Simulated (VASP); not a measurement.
A run of VASP 6.6.1 is set up as follows.

File INCAR:

```
SYSTEM = ZnSe
PREC     = Accurate       ! precision mode
ENCUT    = 520            ! plane-wave cutoff, eV
EDIFF    = 1E-6           ! SCF threshold, eV
ISMEAR   = 0              ! smearing method
SIGMA    = 0.05           ! smearing width, eV
LREAL    = .False.        ! projectors in reciprocal space
LASPH    = .True.         ! aspherical terms in the spheres
NELM     = 80             ! most SCF steps
ALGO     = Normal         ! electronic algorithm
ISIF     = 2              ! what is computed and relaxed
LWAVE    = .False.        ! write WAVECAR
LCHARG   = .True.         ! write CHGCAR
GGA      = PE             ! functional
LELF     = .True.         ! ELF
LVHAR    = .True.       
NBANDS   = 16             ! bands
```

Contents of KPOINTS:

```
regular mesh
0
Gamma
  8 8 8
  0 0 0
```

Contents of POSCAR:

```
ZnSe
1.0
    0.0000000000      2.8659201403      2.7512833347
    2.8659201403      0.0000000000      2.7512833347
    2.8659201403      2.8659201403      0.0000000000
Zn Se
1 1
Direct
    0.0000000000      0.0000000000      0.0000000000
    0.7500000000      0.7500000000      0.7500000000
```

Potentials or basis: VASP PAW PBE potentials, release 64 (Zn, Se).

Command:

```sh
$ cat potpaw_PBE.64/Zn/POTCAR potpaw_PBE.64/Se/POTCAR > POTCAR
$ mpirun -np 1 vasp_std > vasp.out
```

Problem. Predict the pressure.

Solution. 2.8 GPa.

Problem. What does it give for the band gap on the k mesh?

Solution. 1.22 eV, direct.

Stress tensor (GPa, compression positive):
```
2.37 0.00 0.00
0.00 2.37 0.00
0.00 0.00 3.62
```

Caveat: the cell differs from its parent crystal (strain +0.000 along x and y, -0.040 along z).
